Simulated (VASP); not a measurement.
Wanted: the native input for a VASP 6.6.1 run.

| Item | Value |
| --- | --- |
| Task | electric field gradients |
| Functional | PBE |
| Potentials or basis | VASP PAW PBE potentials, release 64 (Ba_sv, Li_sv, Nb_sv, Ir, Cl, O) |
| Cutoff | 520 eV |
| k mesh | 5 × 5 × 2 |
| Occupations | fermi-dirac, width 0.02 eV |
| Spin | no spin polarisation |
| Dipole correction | no |
| Further INCAR settings | LREAL = Auto; ALGO = Normal; EDIFF = 1e-08; NBANDS = 110 |

The structure of Ba6LiNb2IrCl2O12 lies in POSCAR:

```
Ba6LiNb2IrCl2O12
1.0
    5.9567960547      0.0000000000      0.0000000000
   -2.9783980274      5.1587367086      0.0000000000
    0.0000000000      0.0000000000     15.5581530061
Ba Li Nb Ir Cl O
6 1 2 1 2 12
Direct
    0.0000000000      0.0000000000      0.3632880000
    0.0000000000      0.0000000000      0.7890150000
    0.3333333333      0.6666666667      0.6355650000
    0.3333333333      0.6666666667      0.8911220000
    0.0000000000      0.0000000000      0.0664730000
    0.3333333333      0.6666666667      0.2327570000
    0.3333333333      0.6666666667      0.0631810000
    0.6666666667      0.3333333333      0.8179430000
    0.6666666667      0.3333333333      0.1834940000
    0.6666666667      0.3333333333      0.0009040000
    0.3333333333      0.6666666667      0.4288160000
    0.0000000000      0.0000000000      0.5807810000
    0.8192198333      0.6384396667      0.9130780000
    0.9950423333      0.4975211667      0.7578640000
    0.8278563333      0.6557126667      0.2452720000
    0.5024788333      0.0049576667      0.7578640000
    0.5024788333      0.4975211667      0.7578640000
    0.5086058333      0.0172116667      0.0883320000
    0.8278563333      0.1721436667      0.2452720000
    0.9827883333      0.4913941667      0.0883320000
    0.5086058333      0.4913941667      0.0883320000
    0.3615603333      0.1807801667      0.9130780000
    0.3442873333      0.1721436667      0.2452720000
    0.8192198333      0.1807801667      0.9130780000
```

The input as run:

INCAR

```
  ALGO = Normal
  EDIFF = 1E-8
  ENCUT = 520
  GGA = PE
  ISIF = 2
  ISMEAR = -1
  LASPH = True
  LCHARG = False
  LEFG = True
  LREAL = Auto
  LWAVE = False
  NBANDS = 110
  NELM = 100
  PREC = Accurate
  SIGMA = 0.02
```

KPOINTS

```
k-points
0
Gamma
  5 5 2
```

Potentials or basis: VASP PAW PBE potentials, release 64 (Ba_sv, Li_sv, Nb_sv, Ir, Cl, O).

Launch:

```console
$ cat potpaw_PBE.64/Ba_sv/POTCAR potpaw_PBE.64/Li_sv/POTCAR potpaw_PBE.64/Nb_sv/POTCAR potpaw_PBE.64/Ir/POTCAR potpaw_PBE.64/Cl/POTCAR potpaw_PBE.64/O/POTCAR > POTCAR
$ mpirun -np 1 vasp_std > vasp.out
```

It gave:

```
Largest force          : 0.579 eV/Å
Band gap on the k mesh : 1.62 eV, indirect (least direct gap 1.84 eV)
```

Caveat: without QUAD_EFG the Cq values of the log hold for a quadrupole moment of 1 mb, not for the nuclei; spin-orbit coupling is left out, which moves the levels of the heavy elements.

It took 13 min on 1 thread of Intel(R) Xeon(R) 6975P-C (Granite Rapids), with other jobs on the host, peak memory 0.82 GiB.
